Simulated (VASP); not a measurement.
Wanted: the native input for a VASP 6.6.1 run.

- Task: single point
- Functional: LDA
- Potentials or basis: VASP PAW LDA potentials, release 64 (Mg)
- Cutoff: 520 eV
- k mesh: 15 × 15 × 8
- Occupations: gaussian, width 0.1 eV
- Spin: no spin polarisation
- Dipole correction: no
- Further INCAR settings: ALGO = Normal; EDIFF = 1e-06; NBANDS = 9

The structure of Mg lies in POSCAR:

```
Mg
1.0
    3.1466132004      0.0000000000      0.0000000000
   -1.5733066002      2.7250469674      0.0000000000
    0.0000000000      0.0000000000      5.0388883878
Mg
2
Direct
    0.3333333333      0.6666666667      0.2500000000
    0.6666666667      0.3333333333      0.7500000000
```

These files were run (other wordings do the same):

INCAR

```
PREC = Accurate
ENCUT = 520
EDIFF = 1E-6
ISMEAR = 0
SIGMA = 0.1
LREAL = F
LASPH = T
NELM = 100
ALGO = Normal
ISIF = 2
LWAVE = F
LCHARG = T
GGA = CA
LELF = T
LVHAR = T
NBANDS = 9
```

KPOINTS

```
Automatic mesh
0
Gamma
  15 15 8
```

Potentials or basis: VASP PAW LDA potentials, release 64 (Mg).

Launch:

```bash
$ cat potpaw_LDA.64/Mg/POTCAR > POTCAR
$ mpirun -np 1 vasp_std > vasp.out
```

Results of the run:

- Pressure: -0.3 GPa
- Band gap on the k mesh: zero (band 2 reaches 3.70 eV, above the bottom of band 3 at 1.65 eV)

Run time: 11 s on 1 thread of Intel(R) Xeon(R) 6975P-C (Granite Rapids) (shared host), peak memory 0.17 GiB.
